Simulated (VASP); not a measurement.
# SrO (Fm-3m) in VASP: phonons with r2SCAN

Aim: the phonons of SrO with r2SCAN.

Program: VASP 6.6.1. These are calculated values, not measurements. Logs are shortened: lines on timing, memory, paths and dates and some standing lists are left out, and cuts for length are marked.

### Step 1. The cell of the first run

Symmetry: Fm-3m, No. 225, cubic system. The conventional cell has a = 5.160 Å, b = 5.160 Å, c = 5.160 Å, α = 90.00°, β = 90.00°, γ = 90.00°. Within 3.4 Å of Sr (site symmetry m-3m) lie 6 O at 2.58 Å. Within 3.4 Å of O (site symmetry m-3m) lie 6 Sr at 2.58 Å.

### Step 2. Phonons, r2SCAN

Contents of INCAR:

```
  PREC = Accurate
  ENCUT = 520
  EDIFF = 1E-8
  ISMEAR = 0
  SIGMA = 0.01
  LREAL = False
  LASPH = True
  NELM = 80
  ALGO = Normal
  ISIF = 2
  LWAVE = False
  LCHARG = True
  METAGGA = R2SCAN
  LMIXTAU = True
  IBRION = 6
  NFREE = 2
  POTIM = 0.015
  NSW = 1
```

Contents of KPOINTS:

```
Automatic mesh
0
Gamma
  8 8 8
```

Contents of POSCAR:

```
SrO
1.0
    0.0000000000      2.5801213120      2.5801213120
    2.5801213120      0.0000000000      2.5801213120
    2.5801213120      2.5801213120      0.0000000000
Sr O
1 1
Direct
    0.0000000000      0.0000000000      0.0000000000
    0.5000000000      0.5000000000      0.5000000000
```

Potentials or basis: VASP PAW PBE potentials, release 64 (Sr_sv, O).

The run is started by

```sh
> cat potpaw_PBE.64/Sr_sv/POTCAR potpaw_PBE.64/O/POTCAR > POTCAR
> mpirun -np 1 vasp_std > vasp.out
```

OUTCAR:

```text
PREC = Accurate
   ENCUT = 520
   EDIFF = 1E-8
   ISMEAR = 0
   LREAL = False
   LASPH = True
   NELM = 80
   ISIF = 2
   METAGGA = R2SCAN
   IBRION = 6
   NFREE = 2
   POTIM = 0.015
   NSW = 1

 ion  position               nearest neighbor table
   1  0.000  0.000  0.000-   2 2.58   2 2.58   2 2.58   2 2.58   2 2.58   2 2.58
   2  0.500  0.500  0.500-   1 2.58   1 2.58   1 2.58   1 2.58   1 2.58   1 2.58

  LATTYP: Found a face centered cubic cell.
 ALAT       =     5.1602426240

  Lattice vectors:

 A1 = (   0.0000000000,   2.5801213120,   2.5801213120)
 A2 = (   2.5801213120,   0.0000000000,   2.5801213120)
 A3 = (   2.5801213120,   2.5801213120,   0.0000000000)

Analysis of symmetry for initial positions (statically):
=====================================================================
 Subroutine PRICEL returns:
 Original cell was already a primitive cell.

 Routine SETGRP: Setting up the symmetry group for a
 face centered cubic supercell.

 Subroutine GETGRP returns: Found 48 space group operations
 (whereof 48 operations were pure point group operations)
 out of a pool of 48 trial point group operations.

The static configuration has the point symmetry O_h .

Analysis of symmetry for dynamics (positions and initial velocities):
=====================================================================
 Subroutine PRICEL returns:
 Original cell was already a primitive cell.

 Routine SETGRP: Setting up the symmetry group for a
 face centered cubic supercell.

 Subroutine GETGRP returns: Found 48 space group operations
 (whereof 48 operations were pure point group operations)
 out of a pool of 48 trial point group operations.

The dynamic configuration has the point symmetry O_h .

 Subroutine INISYM returns: Found 48 space group operations
 (whereof 48 operations are pure point group operations),
 and found     1 'primitive' translations

----------------------------------------------------------------------------------------

                                     Primitive cell

  volume of cell :      34.3519

  direct lattice vectors                    reciprocal lattice vectors
     0.000000000  2.580121312  2.580121312    -0.193789338  0.193789338  0.193789338
     2.580121312  0.000000000  2.580121312     0.193789338 -0.193789338  0.193789338
     2.580121312  2.580121312  0.000000000     0.193789338  0.193789338 -0.193789338

  length of vectors
     3.648842552  3.648842552  3.648842552     0.335652979  0.335652979  0.335652979

  position of ions in fractional coordinates (direct lattice)
     0.000000000  0.000000000  0.000000000
     0.500000000  0.500000000  0.500000000

  ion indices of the primitive-cell ions
   primitive index   ion index
                 1           1
                 2           2

----------------------------------------------------------------------------------------

 KPOINTS: Automatic mesh

Automatic generation of k-mesh.
 Grid dimensions read from file:
 generate k-points for:    8    8    8

 Generating k-lattice:

  Cartesian coordinates                     Fractional coordinates (reciprocal lattice)
    -0.024223667  0.024223667  0.024223667     0.125000000  0.000000000  0.000000000
     0.024223667 -0.024223667  0.024223667     0.000000000  0.125000000  0.000000000
     0.024223667  0.024223667 -0.024223667     0.000000000  0.000000000  0.125000000

  Length of vectors
     0.041956622  0.041956622  0.041956622

[... 61 lines left out ...]
   POTIM  = 0.0150    time-step for ionic-motion
   TEBEG  =    0.0;   TEEND  =   0.0 temperature during run
   PSTRESS=    0.0 pullay stress
   NELECT =      16.0000    total number of electrons
   NUPDOWN=      -1.0000    fix difference up-down
   EMIN   =  10.00;   EMAX   =-10.00  energy-range for DOS
   EFERMI =   0.00;   METHOD = LEGACY
   ISMEAR =     0;   SIGMA  =   0.01  broadening in eV -4-tet -1-fermi 0-gaus
   EFERMI_NEDOS =   21; number of points for ismear=-14 and -15
   IALGO  =     38    algorithm
   IMIX   =      4    mixing-type and parameters
     AMIX     =   0.40;   BMIX     =  1.00
     AMIX_MAG =   1.60;   BMIX_MAG =  1.00
  volume/ion in A,a.u.               =      17.18       115.91
  Fermi-wavevector in a.u.,A,eV,Ry     =   1.269009  2.398079 21.910602  1.610384
  Thomas-Fermi vector in A             =   2.402073
   LORBIT       =      0    0 simple, 1 ext, 2 COOP (PROOUT), +10 PAW based schemes
   METAGGA = R2SCAN    functional components
   LHFCALC =     F    Hartree Fock is set to
   AEXX    =    0.0000 exact exchange contribution
   IVDW    =     0    specifies the selected vdW correction
   LEPSILON=     F    determine dielectric tensor
   LRPA    =     F    only Hartree local field effects (RPA)
 finite differences with symmetry
 non-spin polarized calculation
 Gauss-broadening in eV      SIGMA  =   0.01
  energy-cutoff  :      520.00
  volume of cell :       34.35
 maximum number of plane-waves:       941
   NGX = 13   NGY = 13   NGZ = 13

--------------------------------------- Ionic step        1  -------------------------------------------

 number of electron      15.9999998 magnetization

 Free energy of the ion-electron system (eV)
  ---------------------------------------------------
  ext. energy  EPLUGINS =         0.00000000
  ---------------------------------------------------
  free energy    TOTEN  =       -27.05574243 eV

  energy without entropy =      -27.05574243  energy(sigma->0) =      -27.05574243

------------------------ aborting loop because EDIFF is reached ----------------------------------------

  FORCE on cell =-STRESS in cart. coord.  units (eV):
  Direction    XX          YY          ZZ          XY          YZ          ZX
  --------------------------------------------------------------------------------------
  -------------------------------------------------------------------------------------
  Total        0.1076223      0.1076223      0.1076223     -0.0000000      0.0000000      0.0000000
  in kB        5.0195225      5.0195225      5.0195225     -0.0000000      0.0000000      0.0000000
  external PRESSURE =       5.0195225 kB  Pullay stress =       0.0000000 kB
[... 131 lines left out ...]
--------------------------------------- Ionic step        5  -------------------------------------------

 number of electron      15.9999998 magnetization

 Free energy of the ion-electron system (eV)
  ---------------------------------------------------
  ext. energy  EPLUGINS =         0.00000000
  ---------------------------------------------------
  free energy    TOTEN  =       -27.05548004 eV

  energy without entropy =      -27.05548004  energy(sigma->0) =      -27.05548004

 E-fermi :   1.3669     XC(G=0): -10.5313

 val. band max:        1.2921795751   @ k =   0.0000   0.0000   0.0000
 cond. band min:       5.0405470079   @ k =   0.0000   0.5000   0.5000
 fundamental gap:      3.7483674329
 Fermi energy:         1.3669408968

 k-point     1 :       0.0000    0.0000    0.0000
  band No.  band energies     occupation
      1     -32.2174      2.00000
      2     -14.7229      2.00000
      3     -13.2515      2.00000
      4     -13.2515      2.00000
      5     -13.2510      2.00000
      6       1.2920      2.00000
      7       1.2920      2.00000
      8       1.2922      2.00000
      9       5.8727      0.00000
     10       8.0461      0.00000
     11       8.0470      0.00000
     12       8.0470      0.00000
[... 331 lines left out ...]
 k-point    24 :      -0.3750    0.2500    0.1250
  band No.  band energies     occupation
      1     -32.0644      2.00000
      2     -15.7535      2.00000
      3     -13.6168      2.00000
      4     -13.4715      2.00000
      5     -12.5734      2.00000
      6      -0.2332      2.00000
      7       0.4455      2.00000
      8       0.5209      2.00000
      9       8.1674      0.00000
     10       8.5410      0.00000
     11      11.2185      0.00000
     12      11.3590      0.00000

 [... further k-points ...]

------------------------ aborting loop because EDIFF is reached ----------------------------------------

  FORCE on cell =-STRESS in cart. coord.  units (eV):
  Direction    XX          YY          ZZ          XY          YZ          ZX
  --------------------------------------------------------------------------------------
  -------------------------------------------------------------------------------------
  Total        0.1127149      0.1070746      0.1070746     -0.0000000      0.0000000      0.0000000
  in kB        5.2570429      4.9939808      4.9939808     -0.0000000      0.0000000      0.0000000
  external PRESSURE =       5.0816682 kB  Pullay stress =       0.0000000 kB
[... 17 lines left out ...]
  FREE ENERGIE OF THE ION-ELECTRON SYSTEM (eV)
  ---------------------------------------------------
  free  energy   TOTEN  =       -27.0554800434 eV

  energy  without entropy=      -27.0554800434  energy(sigma->0) =      -27.05548004

 INTERNAL STRAIN TENSORS FROM DISPLACED ATOMS
 ============================================

 INTERNAL STRAIN TENSOR FOR ION    1 for displacements in x,y,z  (eV/Angst):
          X           Y           Z          XY          YZ          ZX
  --------------------------------------------------------------------------------
  x     0.00000     0.00000     0.00000     0.00000     0.00000     0.00000
  y     0.00000     0.00000     0.00000     0.00000     0.00000     0.00000
  z     0.00000     0.00000     0.00000     0.00000     0.00000     0.00000

 INTERNAL STRAIN TENSOR FOR ION    2 for displacements in x,y,z  (eV/Angst):
          X           Y           Z          XY          YZ          ZX
  --------------------------------------------------------------------------------
  x     0.00000     0.00000     0.00000     0.00000     0.00000     0.00000
  y     0.00000     0.00000     0.00000     0.00000     0.00000     0.00000
  z     0.00000     0.00000     0.00000     0.00000     0.00000     0.00000

 Eigenvectors and eigenvalues of the dynamical matrix
 ----------------------------------------------------

   1 f  =    6.612835 THz    41.549668 2PiTHz  220.580436 cm-1    27.348476 meV
             X         Y         Z           dx          dy          dz
      0.000000  0.000000  0.000000     0.378867    0.102533    0.000000
      2.580121  2.580121  2.580121    -0.887816   -0.240270    0.000000
[... 21 lines left out ...]
   6 f/i=    0.003272 THz     0.020557 2PiTHz    0.109134 cm-1     0.013531 meV
             X         Y         Z           dx          dy          dz
      0.000000  0.000000  0.000000    -0.496687    0.716971    0.291894
      2.580121  2.580121  2.580121    -0.211956    0.305960    0.124563

 ELASTIC MODULI CONTR FROM IONIC RELAXATION (kBar)
 Direction    XX          YY          ZZ          XY          YZ          ZX
 --------------------------------------------------------------------------------
 XX           0.0000      0.0000      0.0000      0.0000      0.0000      0.0000
 YY           0.0000      0.0000      0.0000      0.0000      0.0000      0.0000
 ZZ           0.0000      0.0000      0.0000      0.0000      0.0000      0.0000
 XY           0.0000      0.0000      0.0000      0.0000      0.0000      0.0000
 YZ           0.0000      0.0000      0.0000      0.0000      0.0000      0.0000
 ZX           0.0000      0.0000      0.0000      0.0000      0.0000      0.0000
 --------------------------------------------------------------------------------
```

Wall time 11 min (1 thread of Intel Xeon 8259CL, shared host); peak memory 0.2 GiB.

What came out:

- Highest phonon frequency at Γ, LO-TO splitting left out: 221 cm⁻¹

Phonon frequencies in cm⁻¹ (negative: imaginary):
```csv
q point,frequencies
"(0.000, 0.000, 0.000)",0 0 0 221 221 221
```

Caveat: the PAW data sets were made with another functional, which shifts forces and pressure a little.
